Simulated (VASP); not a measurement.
# Ir4O in VASP: notebook

Ir4O is run at these levels: r2SCAN; tasks: single point.

Everything below comes from runs of VASP 6.6.1. Logs are shortened: lines on timing, memory, paths and dates and some standing lists are left out, and cuts for length are marked.

### 1 The cell of the first run

The cell holds a slab with vacuum, 5 atoms: a = 2.718 Å, b = 2.718 Å, c = 24.766 Å, α = 90.00°, β = 90.00°, γ = 90.00°.

### 2 Single point, r2SCAN

Input file POSCAR:

```
Ir4O
1.0
    2.7182807111      0.0000000000      0.0000000000
    0.0000000000      2.7182807111      0.0000000000
    0.0000000000      0.0000000000     24.7663441720
Ir O
4 1
Direct
    0.5000000000      0.5000000000      0.3432076991
    0.0000000000      0.0000000000      0.4208176488
    0.5000000000      0.5000000000      0.4991603351
    0.0000000000      0.0000000000      0.5772856926
    0.0000000000      0.0000000000      0.6468986707
```

Input file INCAR.step1:

```
SYSTEM = Ir4O
ALGO     = Normal         ! electronic algorithm
DIPOL    = 0.5 0.5 0.497
EDIFF    = 1E-4           ! SCF threshold, eV
ENCUT    = 520            ! plane-wave cutoff, eV
GGA      = PE             ! functional
IDIPOL   = 3            
ISMEAR   = 0              ! smearing method
LASPH    = .TRUE.         ! aspherical terms in the spheres
LCHARG   = .FALSE.        ! write CHGCAR
LDIPOL   = .TRUE.       
LREAL    = .FALSE.        ! projectors in reciprocal space
LWAVE    = .TRUE.         ! write WAVECAR
NBANDS   = 29             ! bands
NELM     = 60             ! most SCF steps
PREC     = Accurate       ! precision mode
SIGMA    = 0.1            ! smearing width, eV
```

Input file INCAR.step2:

```
SYSTEM = Ir4O
ALGO     = Normal         ! electronic algorithm
DIPOL    = 0.5 0.5 0.497
EDIFF    = 1E-6           ! SCF threshold, eV
ENCUT    = 520            ! plane-wave cutoff, eV
IDIPOL   = 3            
ISIF     = 2              ! what is computed and relaxed
ISMEAR   = 0              ! smearing method
ISTART   = 1            
LASPH    = .TRUE.         ! aspherical terms in the spheres
LCHARG   = .TRUE.         ! write CHGCAR
LDIPOL   = .TRUE.       
LELF     = .TRUE.         ! ELF
LMIXTAU  = .TRUE.       
LREAL    = .FALSE.        ! projectors in reciprocal space
LVACPOTAV= .TRUE.       
LVHAR    = .TRUE.       
LWAVE    = .FALSE.        ! write WAVECAR
METAGGA  = R2SCAN         ! meta-GGA
NBANDS   = 29             ! bands
NELM     = 60             ! most SCF steps
PREC     = Accurate       ! precision mode
SIGMA    = 0.1            ! smearing width, eV
```

Input file KPOINTS:

```
k-points
0
G
  11 11 1
  0 0 0
```

Potentials or basis: VASP PAW PBE potentials, release 64 (Ir, O).

Started as:

```sh
$ cat potpaw_PBE.64/Ir/POTCAR potpaw_PBE.64/O/POTCAR > POTCAR
$ cp INCAR.step1 INCAR
$ mpirun -np 1 vasp_std > vasp.out
$ cp INCAR.step2 INCAR
$ mpirun -np 1 vasp_std > vasp.out
```

OUTCAR:

```text
SYSTEM = Ir4O
   EDIFF = 1E-6
   ENCUT = 520
   ISIF = 2
   ISMEAR = 0
   ISTART = 1
   LASPH = .TRUE.
   LREAL = .FALSE.
   METAGGA = R2SCAN
   NELM = 60
   PREC = Accurate

 ion  position               nearest neighbor table
   1  0.500  0.500  0.343-   2 2.72   2 2.72   2 2.72   2 2.72
   2  0.000  0.000  0.421-   1 2.72   1 2.72   1 2.72   1 2.72   3 2.73   3 2.73   3 2.73   3 2.73

   3  0.500  0.500  0.499-   4 2.73   4 2.73   4 2.73   4 2.73   2 2.73   2 2.73   2 2.73   2 2.73

   4  0.000  0.000  0.577-   5 1.72   3 2.73   3 2.73   3 2.73   3 2.73
   5  0.000  0.000  0.647-   4 1.72

  LATTYP: Found a simple tetragonal cell.
 ALAT       =     2.7182807111
 C/A-ratio  =     9.1110325990

  Lattice vectors:

 A1 = (   2.7182807111,   0.0000000000,   0.0000000000)
 A2 = (   0.0000000000,   2.7182807111,   0.0000000000)
 A3 = (   0.0000000000,   0.0000000000,  24.7663441720)

Analysis of symmetry for initial positions (statically):
=====================================================================
 Subroutine PRICEL returns:
 Original cell was already a primitive cell.

 Routine SETGRP: Setting up the symmetry group for a
 simple tetragonal supercell.

 Subroutine GETGRP returns: Found  8 space group operations
 (whereof  8 operations were pure point group operations)
 out of a pool of 16 trial point group operations.

The static configuration has the point symmetry C_4v.

Analysis of symmetry for dynamics (positions and initial velocities):
=====================================================================
 Subroutine PRICEL returns:
 Original cell was already a primitive cell.

 Routine SETGRP: Setting up the symmetry group for a
 simple tetragonal supercell.

 Subroutine GETGRP returns: Found  8 space group operations
 (whereof  8 operations were pure point group operations)
 out of a pool of 16 trial point group operations.

The dynamic configuration has the point symmetry C_4v.

 Subroutine INISYM returns: Found  8 space group operations
 (whereof  8 operations are pure point group operations),
 and found     1 'primitive' translations

----------------------------------------------------------------------------------------

                                     Primitive cell

  volume of cell :     182.9998

  direct lattice vectors                    reciprocal lattice vectors
     2.718280711  0.000000000  0.000000000     0.367879592  0.000000000  0.000000000
     0.000000000  2.718280711  0.000000000     0.000000000  0.367879592  0.000000000
     0.000000000  0.000000000 24.766344172     0.000000000  0.000000000  0.040377376

  length of vectors
     2.718280711  2.718280711 24.766344172     0.367879592  0.367879592  0.040377376

  position of ions in fractional coordinates (direct lattice)
     0.500000000  0.500000000  0.343207699
     0.000000000  0.000000000  0.420817649
     0.500000000  0.500000000  0.499160335
     0.000000000  0.000000000  0.577285693
     0.000000000  0.000000000  0.646898671

  ion indices of the primitive-cell ions
   primitive index   ion index
                 1           1
                 2           2
                 3           3
                 4           4
                 5           5

----------------------------------------------------------------------------------------

 KPOINTS: k-points

Automatic generation of k-mesh.
 Grid dimensions read from file:
 generate k-points for:   11   11    1

 Generating k-lattice:

  Cartesian coordinates                     Fractional coordinates (reciprocal lattice)
     0.033443599  0.000000000  0.000000000     0.090909091  0.000000000  0.000000000
     0.000000000  0.033443599  0.000000000     0.000000000  0.090909091  0.000000000
     0.000000000  0.000000000  0.040377376     0.000000000  0.000000000  1.000000000

  Length of vectors
     0.033443599  0.033443599  0.040377376

  Shift w.r.t. Gamma in fractional coordinates (k-lattice)
     0.000000000  0.000000000  0.000000000

 Subroutine IBZKPT returns following result:
 ===========================================

 Found     21 irreducible k-points:

 Following reciprocal coordinates:
            Coordinates               Weight
  0.000000  0.000000  0.000000      1.000000
  0.090909  0.000000  0.000000      4.000000
  0.181818  0.000000  0.000000      4.000000
  0.272727  0.000000  0.000000      4.000000
  0.363636  0.000000  0.000000      4.000000
  0.454545  0.000000  0.000000      4.000000
[... 13 lines left out ...]
  0.454545  0.363636  0.000000      8.000000
  0.454545  0.454545  0.000000      4.000000
   k-points           NKPTS =     21   k-points in BZ     NKDIM =     21   number of bands    NBANDS=     29
   number of dos      NEDOS =    301   number of ions     NIONS =      5
   total plane-waves  NPLWV =  76800
   dimension x,y,z NGX =    20 NGY =   20 NGZ =  192
   dimension x,y,z NGXF=    40 NGYF=   40 NGZF=  384
   ions per type =               4   1
   NGX,Y,Z   is equivalent  to a cutoff of  12.23, 12.23, 12.89 a.u.
   NGXF,Y,Z  is equivalent  to a cutoff of  24.46, 24.46, 25.78 a.u.
 SYSTEM =  Ir4O
   PREC   = accura    normal or accurate (medium, high low for compatibility)
   ISTART =      1    job   : 0-new  1-cont  2-samecut
   ICHARG =      0    charge: 1-file 2-atom 10-const
   ISPIN  =      1    spin polarized calculation?
   LNONCOLLINEAR =      F non collinear calculations
   LSORBIT =      F    spin-orbit coupling
   LASPH  =      T    aspherical Exc in radial PAW
   ENCUT  =  520.0 eV  38.22 Ry    6.18 a.u.   5.05  5.05 46.05*2*pi/ulx,y,z
   NELM   =     60;   NELMIN=  2; NELMDL=  0     # of ELM steps
   EDIFF  = 0.1E-05   stopping-criterion for ELM
   LREAL  =      F    real-space projection
   EDIFFG = 0.1E-04   stopping-criterion for IOM
   NSW    =      0    number of steps for IOM
   IBRION =     -1    ionic relax: 0-MD 1-quasi-New 2-CG
   NFREE  =      0    steps in history (QN), initial steepest desc. (CG)
   ISIF   =      2    stress and relaxation
   ISYM   =      2    0-nonsym 1-usesym 2-fastsym
   POTIM  = 0.5000    time-step for ionic-motion
   TEBEG  =    0.0;   TEEND  =   0.0 temperature during run
   PSTRESS=    0.0 pullay stress
   NELECT =      42.0000    total number of electrons
   NUPDOWN=      -1.0000    fix difference up-down
   EMIN   =  10.00;   EMAX   =-10.00  energy-range for DOS
   EFERMI =   0.00;   METHOD = LEGACY
   ISMEAR =     0;   SIGMA  =   0.10  broadening in eV -4-tet -1-fermi 0-gaus
   EFERMI_NEDOS =   21; number of points for ismear=-14 and -15
   IALGO  =     38    algorithm
   IMIX   =      4    mixing-type and parameters
     AMIX     =   0.40;   BMIX     =  1.00
     AMIX_MAG =   1.60;   BMIX_MAG =  1.00
  volume/ion in A,a.u.               =      36.60       246.99
  Fermi-wavevector in a.u.,A,eV,Ry     =   1.002323  1.894116 13.669116  1.004652
  Thomas-Fermi vector in A             =   2.134803
   LORBIT       =      0    0 simple, 1 ext, 2 COOP (PROOUT), +10 PAW based schemes
   METAGGA = R2SCAN    functional components
   LHFCALC =     F    Hartree Fock is set to
   AEXX    =    0.0000 exact exchange contribution
   IVDW    =     0    specifies the selected vdW correction
   LEPSILON=     F    determine dielectric tensor
   LRPA    =     F    only Hartree local field effects (RPA)
 non-spin polarized calculation
 Gauss-broadening in eV      SIGMA  =   0.10
  energy-cutoff  :      520.00
  volume of cell :      183.00
 maximum number of plane-waves:      4964
   NGX = 11   NGY = 11   NGZ = 93

 dipolmoment           0.000000      0.000000     -0.042415 electrons x Angstroem

 number of electron      41.9999987 magnetization

 dipolmoment           0.000000      0.000000      0.093418 electrons x Angstroem

 Free energy of the ion-electron system (eV)
  ---------------------------------------------------
  ext. energy  EPLUGINS =         0.00000000
  ---------------------------------------------------
  free energy    TOTEN  =      -213.40764544 eV

  energy without entropy =     -213.38267067  energy(sigma->0) =     -213.39515805

 E-fermi :  -1.1773     XC(G=0):  -5.9667

 val. band max:       -1.2296924083   @ k =   0.3636   0.1818   0.0000
 cond. band min:      -1.1660253077   @ k =   0.3636   0.2727   0.0000
 fundamental gap:      0.0636671006
 Fermi energy:        -1.1772760224

 k-point     1 :       0.0000    0.0000    0.0000
  band No.  band energies     occupation
      1     -21.3679      2.00000
      2     -11.8127      2.00000
      3      -9.8734      2.00000
      4      -9.0987      2.00000
      5      -8.3420      2.00000
      6      -8.2974      2.00000
[... 21 lines left out ...]
     28       0.2659      0.00000
     29       4.5420      0.00000

 k-point     2 :       0.0909    0.0000    0.0000
  band No.  band energies     occupation
      1     -21.3323      2.00000
      2     -11.5788      2.00000
      3      -9.6793      2.00000
      4      -8.9214      2.00000
      5      -8.1844      2.00000
      6      -8.1000      2.00000
[... 21 lines left out ...]
     28       1.6527      0.00000
     29       4.7248      0.00000

 k-point     3 :       0.1818    0.0000    0.0000
  band No.  band energies     occupation
      1     -21.2354      2.00000
      2     -10.9384      2.00000
      3      -9.2514      2.00000
      4      -8.5268      2.00000
      5      -7.8136      2.00000
      6      -7.6656      2.00000
[... 21 lines left out ...]
     28       3.1430      0.00000
     29       5.2654      0.00000

 k-point     4 :       0.2727    0.0000    0.0000
  band No.  band energies     occupation
      1     -21.1045      2.00000
      2     -10.0906      2.00000
      3      -8.9485      2.00000
      4      -8.1482      2.00000
      5      -7.6395      2.00000
      6      -7.3605      2.00000
[... 21 lines left out ...]
     28       4.3976      0.00000
     29       6.0566      0.00000

 k-point     5 :       0.3636    0.0000    0.0000
  band No.  band energies     occupation
      1     -20.9798      2.00000
      2      -9.4225      2.00000
      3      -8.8939      2.00000
      4      -7.9312      2.00000
      5      -7.6040      2.00000
      6      -7.4021      2.00000
[... 21 lines left out ...]
     28       4.4714      0.00000
     29       4.9763      0.00000
[... 414 lines left out ...]
     28       4.8249      0.00000
     29       5.5887      0.00000

 k-point    19 :       0.3636    0.3636    0.0000
  band No.  band energies     occupation
      1     -20.6348      2.00000
      2      -8.4331      2.00000
      3      -8.1157      2.00000
      4      -8.0256      2.00000
      5      -7.9780      2.00000
      6      -7.2244      2.00000
[... 21 lines left out ...]
     28       6.0960      0.00000
     29       6.7458      0.00000

 k-point    20 :       0.4545    0.3636    0.0000
  band No.  band energies     occupation
      1     -20.5673      2.00000
      2      -8.5399      2.00000
      3      -8.3883      2.00000
      4      -8.2119      2.00000
      5      -8.1941      2.00000
      6      -7.4050      2.00000
[... 21 lines left out ...]
     28       5.8986      0.00000
     29       6.3397      0.00000

 k-point    21 :       0.4545    0.4545    0.0000
  band No.  band energies     occupation
      1     -20.5017      2.00000
      2      -8.7855      2.00000
      3      -8.6069      2.00000
      4      -8.3997      2.00000
      5      -8.3971      2.00000
      6      -7.4544      2.00000
[... 21 lines left out ...]
     28       6.4203      0.00000
     29       6.9878      0.00000

------------------------ aborting loop because EDIFF is reached ----------------------------------------

  FORCE on cell =-STRESS in cart. coord.  units (eV):
  Direction    XX          YY          ZZ          XY          YZ          ZX
  --------------------------------------------------------------------------------------
  -------------------------------------------------------------------------------------
  Total       -2.1138917     -2.1138917     -0.6460950      0.0000000     -0.0000000      0.0000000
  in kB      -18.5072888    -18.5072888     -5.6566128      0.0000000     -0.0000000      0.0000000
  external PRESSURE =     -14.2237301 kB  Pullay stress =       0.0000000 kB

 VOLUME and BASIS-vectors are now :
 -----------------------------------------------------------------------------
  energy-cutoff  :      520.00
  volume of cell :      183.00
      direct lattice vectors                 reciprocal lattice vectors
     2.718280711  0.000000000  0.000000000     0.367879592  0.000000000  0.000000000
     0.000000000  2.718280711  0.000000000     0.000000000  0.367879592  0.000000000
     0.000000000  0.000000000 24.766344172     0.000000000  0.000000000  0.040377376

 POSITION                                       TOTAL-FORCE (eV/Angst)
 -----------------------------------------------------------------------------------
      1.35914      1.35914      8.50000         0.000000     -0.000000      1.220461
      0.00000      0.00000     10.42211         0.000000      0.000000     -1.332200
      1.35914      1.35914     12.36238         0.000000      0.000000     -0.003131
      0.00000      0.00000     14.29726        -0.000000      0.000000     -0.636114
      0.00000      0.00000     16.02132         0.000000      0.000000      0.750985
 -----------------------------------------------------------------------------------
    total drift:                               -0.000000      0.000000     -0.001226

  FREE ENERGIE OF THE ION-ELECTRON SYSTEM (eV)
  ---------------------------------------------------
  free  energy   TOTEN  =      -213.4076454358 eV

  energy  without entropy=     -213.3826706658  energy(sigma->0) =     -213.39515805

 vacuum level on the upper side and lower side of the slab         6.757         4.467
```

Wall time 6.3 min (1 thread of Intel Xeon 6975P-C (Granite Rapids), shared host); peak memory 0.35 GiB.

What came out:

```
Free energy            : -213.4076 eV
Largest force          : 1.332 eV/Å
Band gap on the k mesh : zero (bands 21 and 22 overlap by 1.92 eV)
```

Forces in eV/Å, atoms in the order of the input:
```
Ir   0.000  0.000  1.220
Ir   0.000  0.000 -1.332
Ir   0.000  0.000 -0.003
Ir   0.000  0.000 -0.636
O    0.000  0.000  0.751
```

Caveat: the PAW data sets were made with another functional, which shifts forces and pressure a little; spin-orbit coupling is left out, which moves the levels of the heavy elements.

(Part 1 of 2 ends here.)
